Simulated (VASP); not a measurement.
# HfB2 (P4_2/nmc) in VASP: relaxation of cell and atoms with PBE

Aim: the relaxation of cell and atoms of HfB2 with PBE.

Everything below comes from runs of VASP 6.6.1. Logs are shortened: lines on timing, memory, paths and dates and some standing lists are left out, and cuts for length are marked.

## 1. The cell of the first run

Symmetry: P4_2/nmc, No. 137, tetragonal system. The conventional cell has a = 2.929 Å, b = 2.929 Å, c = 8.174 Å, α = 90.00°, β = 90.00°, γ = 90.00°. Hf (site symmetry -4m2) has 8 B at 2.46 to 2.57 Å and 4 Hf at 2.93 Å within 3.2 Å. Within 2.7 Å of B (site symmetry 2mm) lie 4 B at 2.08 Å and 4 Hf at 2.46 to 2.57 Å.

## 2. Relaxation of cell and atoms, PBE

INCAR

```
SYSTEM = HfB2
ALGO     = Normal         ! electronic algorithm
EDIFF    = 1E-6           ! SCF threshold, eV
EDIFFG   = -0.01          ! ionic threshold
ENCUT    = 600            ! plane-wave cutoff, eV
GGA      = PE             ! functional
IBRION   = 2              ! ionic algorithm
ISIF     = 3              ! what is computed and relaxed
ISMEAR   = 0              ! smearing method
LASPH    = .TRUE.         ! aspherical terms in the spheres
LCHARG   = .FALSE.        ! write CHGCAR
LREAL    = .FALSE.        ! projectors in reciprocal space
LWAVE    = .FALSE.        ! write WAVECAR
NELM     = 100            ! most SCF steps
NSW      = 100            ! ionic steps
PREC     = Accurate       ! precision mode
SIGMA    = 0.1            ! smearing width, eV
```

KPOINTS

```
k-points
0
G
  12 12 6
  0 0 0
```

POSCAR

```
HfB2
1.0
    2.9288599910      0.0000000000      0.0000000000
    0.0000000000      2.9288599910      0.0000000000
    0.0000000000      0.0000000000      8.1742198842
Hf B
2 4
Direct
    0.0000000000      0.0000000000      0.0000000000
    0.5000000000      0.5000000000      0.5000000000
    0.0000000000      0.5000000000      0.2417599135
    0.0000000000      0.5000000000      0.7417599135
    0.5000000000      0.0000000000      0.2582400865
    0.5000000000      0.0000000000      0.7582400865
```

Potentials or basis: VASP PAW PBE potentials, release 64 (Hf_pv, B).

Launch:

```
$ cat potpaw_PBE.64/Hf_pv/POTCAR potpaw_PBE.64/B/POTCAR > POTCAR
$ mpirun -np 1 vasp_std > vasp.out
```

OUTCAR:

```text
SYSTEM = HfB2
   EDIFF = 1E-6
   EDIFFG = -0.01
   ENCUT = 600
   GGA = PE
   IBRION = 2
   ISIF = 3
   ISMEAR = 0
   LASPH = .TRUE.
   LREAL = .FALSE.
   NELM = 100
   NSW = 100
   PREC = Accurate

 ion  position               nearest neighbor table
   1  0.000  0.000  0.000-   3 2.46   6 2.46   3 2.46   6 2.46   5 2.57   4 2.57   5 2.57   4 2.57

   2  0.500  0.500  0.500-   4 2.46   5 2.46   5 2.46   4 2.46   3 2.57   6 2.57   3 2.57   6 2.57

   3  0.000  0.500  0.242-   5 2.08   5 2.08   5 2.08   5 2.08   1 2.46   1 2.46   2 2.57   2 2.57

   4  0.000  0.500  0.742-   6 2.08   6 2.08   6 2.08   6 2.08   2 2.46   2 2.46   1 2.57   1 2.57

   5  0.500  0.000  0.258-   3 2.08   3 2.08   3 2.08   3 2.08   2 2.46   2 2.46   1 2.57   1 2.57

   6  0.500  0.000  0.758-   4 2.08   4 2.08   4 2.08   4 2.08   1 2.46   1 2.46   2 2.57   2 2.57

  LATTYP: Found a simple tetragonal cell.
 ALAT       =     2.9288599910
 C/A-ratio  =     2.7909220343

  Lattice vectors:

 A1 = (   2.9288599910,   0.0000000000,   0.0000000000)
 A2 = (   0.0000000000,   2.9288599910,   0.0000000000)
 A3 = (   0.0000000000,   0.0000000000,   8.1742198842)

Analysis of symmetry for initial positions (statically):
=====================================================================
 Subroutine PRICEL returns:
 Original cell was already a primitive cell.

 Routine SETGRP: Setting up the symmetry group for a
 simple tetragonal supercell.

 Subroutine GETGRP returns: Found 16 space group operations
 (whereof  8 operations were pure point group operations)
 out of a pool of 16 trial point group operations.

The static configuration has the point symmetry D_2d.
 The point group associated with its full space group is D_4h.

Analysis of symmetry for dynamics (positions and initial velocities):
=====================================================================
 Subroutine PRICEL returns:
 Original cell was already a primitive cell.

 Routine SETGRP: Setting up the symmetry group for a
 simple tetragonal supercell.

 Subroutine GETGRP returns: Found 16 space group operations
 (whereof  8 operations were pure point group operations)
 out of a pool of 16 trial point group operations.

The dynamic configuration has the point symmetry D_2d.
 The point group associated with its full space group is D_4h.

 Subroutine INISYM returns: Found 16 space group operations
 (whereof  8 operations are pure point group operations),
 and found     1 'primitive' translations

----------------------------------------------------------------------------------------

                                     Primitive cell

  volume of cell :      70.1203

  direct lattice vectors                    reciprocal lattice vectors
     2.928859991  0.000000000  0.000000000     0.341429772  0.000000000  0.000000000
     0.000000000  2.928859991  0.000000000     0.000000000  0.341429772  0.000000000
     0.000000000  0.000000000  8.174219884     0.000000000  0.000000000  0.122335833

  length of vectors
     2.928859991  2.928859991  8.174219884     0.341429772  0.341429772  0.122335833

  position of ions in fractional coordinates (direct lattice)
     0.000000000  0.000000000  0.000000000
     0.500000000  0.500000000  0.500000000
     0.000000000  0.500000000  0.241759913
     0.000000000  0.500000000  0.741759913
     0.500000000  0.000000000  0.258240087
     0.500000000  0.000000000  0.758240087

  ion indices of the primitive-cell ions
   primitive index   ion index
                 1           1
                 2           2
                 3           3
                 4           4
                 5           5
                 6           6

----------------------------------------------------------------------------------------

 KPOINTS: k-points

Automatic generation of k-mesh.
 Grid dimensions read from file:
 generate k-points for:   12   12    6

 Generating k-lattice:

  Cartesian coordinates                     Fractional coordinates (reciprocal lattice)
     0.028452481  0.000000000  0.000000000     0.083333333  0.000000000  0.000000000
     0.000000000  0.028452481  0.000000000     0.000000000  0.083333333  0.000000000
     0.000000000  0.000000000  0.020389306     0.000000000  0.000000000  0.166666667

  Length of vectors
     0.028452481  0.028452481  0.020389306

  Shift w.r.t. Gamma in fractional coordinates (k-lattice)
     0.000000000  0.000000000  0.000000000

 Subroutine IBZKPT returns following result:
 ===========================================

 Found    112 irreducible k-points:

 Following reciprocal coordinates:
            Coordinates               Weight
  0.000000  0.000000  0.000000      1.000000
  0.083333  0.000000  0.000000      4.000000
  0.166667  0.000000  0.000000      4.000000
  0.250000  0.000000  0.000000      4.000000
  0.333333  0.000000  0.000000      4.000000
  0.416667  0.000000  0.000000      4.000000
[... 16 lines left out ...]
  0.333333  0.333333  0.000000      4.000000
  0.416667  0.333333  0.000000      8.000000
 [... further k-points ...]
   k-points           NKPTS =    112   k-points in BZ     NKDIM =    112   number of bands    NBANDS=     20
   number of dos      NEDOS =    301   number of ions     NIONS =      6
   total plane-waves  NPLWV =  40320
   dimension x,y,z NGX =    24 NGY =   24 NGZ =   70
   dimension x,y,z NGXF=    48 NGYF=   48 NGZF=  140
   ions per type =               2   4
   NGX,Y,Z   is equivalent  to a cutoff of  13.62, 13.62, 14.24 a.u.
   NGXF,Y,Z  is equivalent  to a cutoff of  27.25, 27.25, 28.47 a.u.
 SYSTEM =  HfB2
   PREC   = accura    normal or accurate (medium, high low for compatibility)
   ISTART =      0    job   : 0-new  1-cont  2-samecut
   ICHARG =      2    charge: 1-file 2-atom 10-const
   ISPIN  =      1    spin polarized calculation?
   LNONCOLLINEAR =      F non collinear calculations
   LSORBIT =      F    spin-orbit coupling
   LASPH  =      T    aspherical Exc in radial PAW
   ENCUT  =  600.0 eV  44.10 Ry    6.64 a.u.   5.85  5.85 16.33*2*pi/ulx,y,z
   NELM   =    100;   NELMIN=  2; NELMDL= -5     # of ELM steps
   EDIFF  = 0.1E-05   stopping-criterion for ELM
   LREAL  =      F    real-space projection
   EDIFFG = -.1E-01   stopping-criterion for IOM
   NSW    =    100    number of steps for IOM
   IBRION =      2    ionic relax: 0-MD 1-quasi-New 2-CG
   NFREE  =      1    steps in history (QN), initial steepest desc. (CG)
   ISIF   =      3    stress and relaxation
   ISYM   =      2    0-nonsym 1-usesym 2-fastsym
   POTIM  = 0.5000    time-step for ionic-motion
   TEBEG  =    0.0;   TEEND  =   0.0 temperature during run
   PSTRESS=    0.0 pullay stress
   NELECT =      32.0000    total number of electrons
   NUPDOWN=      -1.0000    fix difference up-down
   EMIN   =  10.00;   EMAX   =-10.00  energy-range for DOS
   EFERMI =   0.00;   METHOD = LEGACY
   ISMEAR =     0;   SIGMA  =   0.10  broadening in eV -4-tet -1-fermi 0-gaus
   EFERMI_NEDOS =   21; number of points for ismear=-14 and -15
   IALGO  =     38    algorithm
   IMIX   =      4    mixing-type and parameters
     AMIX     =   0.40;   BMIX     =  1.00
     AMIX_MAG =   1.60;   BMIX_MAG =  1.00
  volume/ion in A,a.u.               =      11.69        78.87
  Fermi-wavevector in a.u.,A,eV,Ry     =   1.260406  2.381821 21.614517  1.588622
  Thomas-Fermi vector in A             =   2.393917
   LORBIT       =      0    0 simple, 1 ext, 2 COOP (PROOUT), +10 PAW based schemes
   GGA     = PE    functional components
   LHFCALC =     F    Hartree Fock is set to
   AEXX    =    0.0000 exact exchange contribution
   IVDW    =     0    specifies the selected vdW correction
   LEPSILON=     F    determine dielectric tensor
   LRPA    =     F    only Hartree local field effects (RPA)
 conjugate gradient relaxation of ions
 non-spin polarized calculation
 Gauss-broadening in eV      SIGMA  =   0.10
  energy-cutoff  :      600.00
  volume of cell :       70.12
 maximum number of plane-waves:      2384
 NGX is ok and might be reduce to    24
   NGX = 11   NGY = 11   NGZ = 33

--------------------------------------- Ionic step        1  -------------------------------------------

 number of electron      32.0000003 magnetization

 Free energy of the ion-electron system (eV)
  ---------------------------------------------------
  ext. energy  EPLUGINS =         0.00000000
  ---------------------------------------------------
  free energy    TOTEN  =       -43.59739594 eV

  energy without entropy =      -43.57474777  energy(sigma->0) =      -43.58607186

------------------------ aborting loop because EDIFF is reached ----------------------------------------

  FORCE on cell =-STRESS in cart. coord.  units (eV):
  Direction    XX          YY          ZZ          XY          YZ          ZX
  --------------------------------------------------------------------------------------
  -------------------------------------------------------------------------------------
  Total        0.2656857      0.2656857     -0.3464004      0.0000000      0.0000000      0.0000000
  in kB        6.0706506      6.0706506     -7.9149008      0.0000000      0.0000000      0.0000000
  external PRESSURE =       1.4088001 kB  Pullay stress =       0.0000000 kB
[... 101 lines left out ...]
  FREE ENERGIE OF THE ION-ELECTRON SYSTEM (eV)
  ---------------------------------------------------
  free  energy   TOTEN  =       -43.6043438711 eV

  energy  without entropy=      -43.5794987778  energy(sigma->0) =      -43.59192132

[... ionic steps 4 to 16 ...]

--------------------------------------- Ionic step       17  -------------------------------------------

 number of electron      32.0000003 magnetization

------------------------ aborting loop because EDIFF is reached ----------------------------------------

  FORCE on cell =-STRESS in cart. coord.  units (eV):
  Direction    XX          YY          ZZ          XY          YZ          ZX
  --------------------------------------------------------------------------------------
  -------------------------------------------------------------------------------------
  Total       -0.0105654     -0.0105654     -0.1190344      0.0000000      0.0000000      0.0000000
  in kB       -0.2411056     -0.2411056     -2.7163982      0.0000000      0.0000000      0.0000000
  external PRESSURE =      -1.0662031 kB  Pullay stress =       0.0000000 kB
[... 65 lines left out ...]
  energy  without entropy=      -43.5784762896  energy(sigma->0) =      -43.59215053

--------------------------------------- Ionic step       19  -------------------------------------------

 number of electron      32.0000003 magnetization

 Free energy of the ion-electron system (eV)
  ---------------------------------------------------
  ext. energy  EPLUGINS =         0.00000000
  ---------------------------------------------------
  free energy    TOTEN  =       -43.60599371 eV

  energy without entropy =      -43.57847450  energy(sigma->0) =      -43.59223411

 E-fermi :   5.3066     XC(G=0): -11.7963

 val. band max:        5.3024399568   @ k =   0.3333   0.3333   0.5000
 cond. band min:       5.3103288761   @ k =   0.4167   0.3333   0.5000
 fundamental gap:      0.0078889193
 Fermi energy:         5.3066314957

 k-point     1 :       0.0000    0.0000    0.0000
  band No.  band energies     occupation
      1     -24.3948      2.00000
      2     -24.3461      2.00000
      3     -23.9553      2.00000
      4     -23.9553      2.00000
      5     -23.9517      2.00000
      6     -23.9517      2.00000
[... 12 lines left out ...]
     19       9.6100      0.00000
[... 513 lines left out ...]
      4     -24.5300      2.00000
      5     -24.1673      2.00000
      6     -24.1609      2.00000
[... 12 lines left out ...]
     19       6.2452      0.00000
     20       6.4525      0.00000

 [... further k-points ...]
[... 5 lines left out ...]
  --------------------------------------------------------------------------------------
  -------------------------------------------------------------------------------------
  Total       -0.0102256     -0.0102256     -0.0552681      0.0000000      0.0000000      0.0000000
  in kB       -0.2334568     -0.2334568     -1.2617995      0.0000000      0.0000000      0.0000000
  external PRESSURE =      -0.5762377 kB  Pullay stress =       0.0000000 kB
[... 21 lines left out ...]
  FREE ENERGIE OF THE ION-ELECTRON SYSTEM (eV)
  ---------------------------------------------------
  free  energy   TOTEN  =       -43.6059937146 eV

  energy  without entropy=      -43.5784745017  energy(sigma->0) =      -43.59223411

 reached required accuracy - stopping structural energy minimisation
```

Run time: 26 min. Hardware: 1 thread of AMD EPYC 7R43 (Zen 3), shared host; peak memory 0.28 GiB.

Results:

- Free energy: -43.6060 eV
- Relaxed volume: 11.70 Å³/atom
- Relaxed cell: a = 2.937 Å, b = 2.937 Å, c = 8.134 Å, α = 90.00°, β = 90.00°, γ = 90.00°
- Space group after relaxing (to 0.05 Å): I4/mmm (No. 139)
- Energy gained by relaxing: 1.4 meV/atom
- Ionic steps: 19
- Pressure after relaxing: -0.1 GPa
- Largest force after relaxing: 0.004 eV/Å

Forces in eV/Å, atoms in the order of the input:
```
Hf   0.000  0.000  0.000
Hf   0.000  0.000  0.000
B    0.000  0.000  0.004
B    0.000  0.000  0.004
B    0.000  0.000 -0.004
B    0.000  0.000 -0.004
```

The path:
```
step  energy change (eV)  largest force (eV/Å)  pressure (GPa)  volume (Å³)
   1              0.0000                0.0973            0.14        70.12
   2             -0.0033                0.0745            0.12        70.22
   3             -0.0069                0.0278            0.13        70.49
   4             -0.0069                0.0219            0.10        70.52
   5             -0.0070                0.0230            0.10        70.51
   6             -0.0070                0.0249            0.09        70.50
   7             -0.0072                0.0189           -0.30        70.62
   8             -0.0072                0.0191           -0.28        70.61
   9             -0.0073                0.0179           -0.25        70.58
  10             -0.0077                0.0147           -0.18        70.48
  11             -0.0082                0.0112           -0.02        70.28
  12             -0.0080                0.0105            0.36        69.89
  13             -0.0083                0.0096            0.19        70.08
  14             -0.0083                0.0100            0.11        70.16
  15             -0.0083                0.0100            0.12        70.14
  16             -0.0084                0.0080           -0.09        70.20
  17             -0.0084                0.0079           -0.11        70.21
  18             -0.0084                0.0064           -0.10        70.20
  19             -0.0086                0.0044           -0.06        70.18
```

Final structure:
```
CELL_PARAMETERS angstrom
2.93726 0.00000 0.00000
0.00000 2.93726 0.00000
0.00000 0.00000 8.13408
ATOMIC_POSITIONS crystal
Hf 0.00000 0.00000 0.00000
Hf 0.50000 0.50000 0.50000
B 0.00000 0.50000 0.24790
B 0.00000 0.50000 0.74790
B 0.50000 0.00000 0.25210
B 0.50000 0.00000 0.75210
```

Levels at points of the mesh, in eV from the Fermi level:
| k point | band 12 | band 13 | band 14 | band 15 | band 16 | band 17 | band 18 | band 19 | band 20 |
| --- | --- | --- | --- | --- | --- | --- | --- | --- | --- |
| (0.00, 0.00, 0.00) | -1.63 | -1.58 | -1.10 | -1.10 | -0.24 | 0.05 | 0.05 | 4.30 | 4.30 |
| (0.50, 0.00, 0.00) | -2.44 | -1.34 | -1.34 | 0.57 | 0.57 | 2.34 | 2.34 | 2.59 | 2.59 |
| (0.50, 0.50, 0.00) | -4.38 | -3.48 | -3.48 | -2.00 | -2.00 | -1.25 | -1.25 | 1.28 | 1.28 |
| (0.00, 0.00, 0.50) | -1.61 | -0.64 | -0.64 | -0.61 | -0.61 | -0.58 | -0.58 | 4.93 | 4.93 |
| (0.50, 0.00, 0.50) | -3.26 | -0.13 | -0.13 | 0.01 | 0.01 | 1.91 | 1.91 | 3.89 | 3.89 |
| (0.50, 0.50, 0.50) | -4.55 | -4.55 | -4.55 | -0.64 | -0.64 | -0.24 | -0.24 | -0.24 | -0.24 |

Caveat: the bands computed are all filled at some k points, so no gap is given; spin-orbit coupling is left out, which moves the levels of the heavy elements.
